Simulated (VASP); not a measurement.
# Bi (P6_3/mmc) in VASP: notebook, part 3 of 3

VASP 6.6.1.

## Step 6: Single point, PBE

This run uses another cell than the first one, of 31.63 Å³/atom, 0.926 times its volume.

INCAR

```
SYSTEM = Bi
  PREC = Accurate
  ENCUT = 500
  EDIFF = 1E-6
  ISMEAR = -1
  SIGMA = 0.1
  LREAL = .FALSE.
  LASPH = .TRUE.
  NELM = 120
  ALGO = Normal
  ISIF = 2
  LWAVE = .FALSE.
  LCHARG = .FALSE.
  GGA = PE
  NBANDS = 22
  GGA_COMPAT = .FALSE.
```

KPOINTS

```
Automatic mesh
0
G
  5 5 3
  0 0 0
```

POSCAR

```
Bi
1.0
    3.5419158478      0.0000000000      0.0000000000
   -1.7709579239      3.0673891023      0.0000000000
    0.0000000000      0.0000000000      5.8227226329
Bi
2
Direct
    0.3333333333      0.6666666667      0.2500000000
    0.6666666667      0.3333333333      0.7500000000
```

Potentials or basis: VASP PAW PBE potentials, release 64 (Bi_d).

Command:

```
cat potpaw_PBE.64/Bi_d/POTCAR > POTCAR
mpirun -np 1 vasp_std > vasp.out
```

OUTCAR:

```text
SYSTEM = Bi
   PREC = Accurate
   ENCUT = 500
   EDIFF = 1E-6
   ISMEAR = -1
   LREAL = .FALSE.
   LASPH = .TRUE.
   NELM = 120
   ISIF = 2
   GGA = PE

 ion  position               nearest neighbor table
   1  0.333  0.667  0.250-   2 3.56   2 3.56   2 3.56   2 3.56   2 3.56   2 3.56
   2  0.667  0.333  0.750-   1 3.56   1 3.56   1 3.56   1 3.56   1 3.56   1 3.56

  LATTYP: Found a hexagonal cell.
 ALAT       =     3.5419158478
 C/A-ratio  =     1.6439471978

  Lattice vectors:

 A1 = (   3.5419158478,   0.0000000000,   0.0000000000)
 A2 = (  -1.7709579239,   3.0673891023,   0.0000000000)
 A3 = (   0.0000000000,   0.0000000000,   5.8227226329)

Analysis of symmetry for initial positions (statically):
=====================================================================
 Subroutine PRICEL returns:
 Original cell was already a primitive cell.

 Routine SETGRP: Setting up the symmetry group for a
 hexagonal supercell.

 Subroutine GETGRP returns: Found 24 space group operations
 (whereof 12 operations were pure point group operations)
 out of a pool of 24 trial point group operations.

The static configuration has the point symmetry D_3d.
 The point group associated with its full space group is D_6h.

Analysis of symmetry for dynamics (positions and initial velocities):
=====================================================================
 Subroutine PRICEL returns:
 Original cell was already a primitive cell.

 Routine SETGRP: Setting up the symmetry group for a
 hexagonal supercell.

 Subroutine GETGRP returns: Found 24 space group operations
 (whereof 12 operations were pure point group operations)
 out of a pool of 24 trial point group operations.

The dynamic configuration has the point symmetry D_3d.
 The point group associated with its full space group is D_6h.

 Subroutine INISYM returns: Found 24 space group operations
 (whereof 12 operations are pure point group operations),
 and found     1 'primitive' translations

----------------------------------------------------------------------------------------

                                     Primitive cell

  volume of cell :      63.2606

  direct lattice vectors                    reciprocal lattice vectors
     3.541915848  0.000000000  0.000000000     0.282333077  0.163005078  0.000000000
    -1.770957924  3.067389102  0.000000000     0.000000000  0.326010156  0.000000000
     0.000000000  0.000000000  5.822722633     0.000000000  0.000000000  0.171740964

  length of vectors
     3.541915848  3.541915848  5.822722633     0.326010156  0.326010156  0.171740964

  position of ions in fractional coordinates (direct lattice)
     0.333333333  0.666666667  0.250000000
     0.666666667  0.333333333  0.750000000

  ion indices of the primitive-cell ions
   primitive index   ion index
                 1           1
                 2           2

----------------------------------------------------------------------------------------

 KPOINTS: Automatic mesh

Automatic generation of k-mesh.
 Grid dimensions read from file:
 generate k-points for:    5    5    3

 Generating k-lattice:

  Cartesian coordinates                     Fractional coordinates (reciprocal lattice)
     0.056466615  0.032601016  0.000000000     0.200000000 -0.000000000  0.000000000
     0.000000000  0.065202031  0.000000000     0.000000000  0.200000000  0.000000000
     0.000000000  0.000000000  0.057246988     0.000000000  0.000000000  0.333333333

  Length of vectors
     0.065202031  0.065202031  0.057246988

  Shift w.r.t. Gamma in fractional coordinates (k-lattice)
     0.000000000  0.000000000  0.000000000

 Subroutine IBZKPT returns following result:
 ===========================================

 Found     10 irreducible k-points:

 Following reciprocal coordinates:
            Coordinates               Weight
  0.000000  0.000000  0.000000      1.000000
  0.200000  0.000000  0.000000      6.000000
  0.400000  0.000000  0.000000      6.000000
  0.200000  0.200000  0.000000      6.000000
  0.400000  0.200000  0.000000      6.000000
  0.000000  0.000000  0.333333      2.000000
  0.200000  0.000000  0.333333     12.000000
  0.400000  0.000000  0.333333     12.000000
  0.200000  0.200000  0.333333     12.000000
  0.400000  0.200000  0.333333     12.000000
   k-points           NKPTS =     10   k-points in BZ     NKDIM =     10   number of bands    NBANDS=     22
   number of dos      NEDOS =    301   number of ions     NIONS =      2
   total plane-waves  NPLWV =  32928
   dimension x,y,z NGX =    28 NGY =   28 NGZ =   42
   dimension x,y,z NGXF=    56 NGYF=   56 NGZF=   84
   ions per type =               2
   NGX,Y,Z   is equivalent  to a cutoff of  13.14, 13.14, 11.99 a.u.
   NGXF,Y,Z  is equivalent  to a cutoff of  26.28, 26.28, 23.98 a.u.
 SYSTEM =  Bi
   PREC   = accura    normal or accurate (medium, high low for compatibility)
   ISTART =      0    job   : 0-new  1-cont  2-samecut
   ICHARG =      2    charge: 1-file 2-atom 10-const
   ISPIN  =      1    spin polarized calculation?
   LNONCOLLINEAR =      F non collinear calculations
   LSORBIT =      F    spin-orbit coupling
   LASPH  =      T    aspherical Exc in radial PAW
   ENCUT  =  500.0 eV  36.75 Ry    6.06 a.u.   6.46  6.46 10.62*2*pi/ulx,y,z
   NELM   =    120;   NELMIN=  2; NELMDL= -5     # of ELM steps
   EDIFF  = 0.1E-05   stopping-criterion for ELM
   LREAL  =      F    real-space projection
   EDIFFG = 0.1E-04   stopping-criterion for IOM
   NSW    =      0    number of steps for IOM
   IBRION =     -1    ionic relax: 0-MD 1-quasi-New 2-CG
   NFREE  =      0    steps in history (QN), initial steepest desc. (CG)
   ISIF   =      2    stress and relaxation
   ISYM   =      2    0-nonsym 1-usesym 2-fastsym
   POTIM  = 0.5000    time-step for ionic-motion
   TEBEG  =    0.0;   TEEND  =   0.0 temperature during run
   PSTRESS=    0.0 pullay stress
   NELECT =      30.0000    total number of electrons
   NUPDOWN=      -1.0000    fix difference up-down
   EMIN   =  10.00;   EMAX   =-10.00  energy-range for DOS
   EFERMI =   0.00;   METHOD = LEGACY
   ISMEAR =    -1;   SIGMA  =   0.10  broadening in eV -4-tet -1-fermi 0-gaus
   EFERMI_NEDOS =   21; number of points for ismear=-14 and -15
   IALGO  =     38    algorithm
   IMIX   =      4    mixing-type and parameters
     AMIX     =   0.40;   BMIX     =  1.00
     AMIX_MAG =   1.60;   BMIX_MAG =  1.00
  volume/ion in A,a.u.               =      31.63       213.45
  Fermi-wavevector in a.u.,A,eV,Ry     =   1.276647  2.412513 22.175152  1.629828
  Thomas-Fermi vector in A             =   2.409291
   LORBIT       =      0    0 simple, 1 ext, 2 COOP (PROOUT), +10 PAW based schemes
   GGA     = PE    functional components
   LHFCALC =     F    Hartree Fock is set to
   AEXX    =    0.0000 exact exchange contribution
   IVDW    =     0    specifies the selected vdW correction
   LEPSILON=     F    determine dielectric tensor
   LRPA    =     F    only Hartree local field effects (RPA)
 non-spin polarized calculation
  energy-cutoff  :      500.00
  volume of cell :       63.26
 maximum number of plane-waves:      1627
 NGX is ok and might be reduce to    28
   NGX = 13   NGY = 13   NGZ = 21

 number of electron      29.9999994 magnetization

 Free energy of the ion-electron system (eV)
  ---------------------------------------------------
  ext. energy  EPLUGINS =         0.00000000
  ---------------------------------------------------
  free energy    TOTEN  =        -7.41732644 eV

  energy without entropy =       -7.37214877  energy(sigma->0) =       -7.39473761

 E-fermi :   7.7236     XC(G=0): -10.2199

 val. band max:        7.3945214939   @ k =   0.4000   0.0000   0.3333
 cond. band min:       7.7291697177   @ k =   0.2000   0.0000   0.3333
 fundamental gap:      0.3346482238
 Fermi energy:         7.7235954229

 k-point     1 :       0.0000    0.0000    0.0000
  band No.  band energies     occupation
      1     -15.3032      2.00000
      2     -15.3025      2.00000
      3     -15.3025      2.00000
      4     -15.2947      2.00000
      5     -15.2947      2.00000
      6     -15.2937      2.00000
[... 14 lines left out ...]
     21      17.3216      0.00000
     22      18.2045      0.00000
[... 202 lines left out ...]
  band No.  band energies     occupation
      1     -15.3159      2.00000
      2     -15.3138      2.00000
      3     -15.2849      2.00000
      4     -15.2755      2.00000
      5     -15.2740      2.00000
      6     -15.2161      2.00000
[... 14 lines left out ...]
     21      16.1620      0.00000
     22      16.5264      0.00000

------------------------ aborting loop because EDIFF is reached ----------------------------------------

  FORCE on cell =-STRESS in cart. coord.  units (eV):
  Direction    XX          YY          ZZ          XY          YZ          ZX
  --------------------------------------------------------------------------------------
  -------------------------------------------------------------------------------------
  Total       -0.3904617     -0.3904617      0.1615652      0.0000000      0.0000000      0.0000000
  in kB       -9.8890773     -9.8890773      4.0919028      0.0000000      0.0000000      0.0000000
  external PRESSURE =      -5.2287506 kB  Pullay stress =       0.0000000 kB

 VOLUME and BASIS-vectors are now :
 -----------------------------------------------------------------------------
  energy-cutoff  :      500.00
  volume of cell :       63.26
      direct lattice vectors                 reciprocal lattice vectors
     3.541915848  0.000000000  0.000000000     0.282333077  0.163005078  0.000000000
    -1.770957924  3.067389102  0.000000000     0.000000000  0.326010156  0.000000000
     0.000000000  0.000000000  5.822722633     0.000000000  0.000000000  0.171740964

 POSITION                                       TOTAL-FORCE (eV/Angst)
 -----------------------------------------------------------------------------------
     -0.00000      2.04493      1.45568        -0.000000      0.000000      0.000000
      1.77096      1.02246      4.36704         0.000000     -0.000000      0.000000
 -----------------------------------------------------------------------------------
    total drift:                                0.000000     -0.000000      0.000000

  FREE ENERGIE OF THE ION-ELECTRON SYSTEM (eV)
  ---------------------------------------------------
  free  energy   TOTEN  =        -7.4173264439 eV

  energy  without entropy=       -7.3721487673  energy(sigma->0) =       -7.39473761
```

stdout:

```text
POSCAR found type information on POSCAR Bi
 POSCAR found :  1 types and       2 ions
 scaLAPACK will be used
 LDA part: xc-table for (Slater+PW92), standard interpolation
 POSCAR, INCAR and KPOINTS ok, starting setup
 FFT: planning ... GRIDC
 FFT: planning ... GRID_SOFT
 FFT: planning ... GRID
 WAVECAR not read
 entering main loop
```

It took 14 s on 1 thread of Intel Xeon 8259CL, shared host; peak memory 0.17 GiB.

What came out:

```yaml
Free_energy: -7.4173 eV
Pressure: -0.5 GPa
Band_gap_on_the_k_mesh: zero (band 15 reaches 11.48 eV, above the bottom of band 16 at 6.41 eV)
```

Stress tensor (GPa, compression positive):
```
-0.99  0.00  0.00
 0.00 -0.99  0.00
 0.00  0.00  0.41
```

Caveat: the k points lie up to 0.41 Å⁻¹ apart; spin-orbit coupling is left out, which moves the levels of the heavy elements.

## Step 7: The runs side by side

| task | cell | k mesh | cutoff (eV) | gap on the mesh (eV) | pressure (GPa) |
| --- | --- | --- | --- | --- | --- |
| single point | a = 3.634, b = 3.634, c = 5.974 Å, angles 90.0, 90.0, 120.0°, 2 atoms | 12 × 12 × 6 | 520 | none | -3.5 |
| single point | a = 3.678, b = 3.678, c = 6.047 Å, angles 90.0, 90.0, 120.0°, 2 atoms | 12 × 12 × 6 | 520 | none | -4.7 |
| relaxation of cell and atoms | relaxed from a = 3.558, b = 3.558, c = 5.810 Å, angles 90.0, 90.0, 120.0°, 2 atoms | 10 × 10 × 6 | 600 | none | 0.0 |
| single point | a = 3.542, b = 3.542, c = 5.823 Å, angles 90.0, 90.0, 120.0°, 2 atoms | 17 × 17 × 9 | 520 | none | 0.1 |
| single point | a = 3.542, b = 3.542, c = 5.823 Å, angles 90.0, 90.0, 120.0°, 2 atoms | 5 × 5 × 3 | 500 | none | -0.5 |

Alike in all rows: level PBE; potentials or basis VASP PAW PBE potentials, release 64 (Bi_d); no spin polarisation; smearing fermi-dirac 0.1 eV.

Caveats: some runs use coarse meshes; spin-orbit coupling is left out, which moves the levels of the heavy elements.

Absolute energies hang on the potentials; compare differences alone.
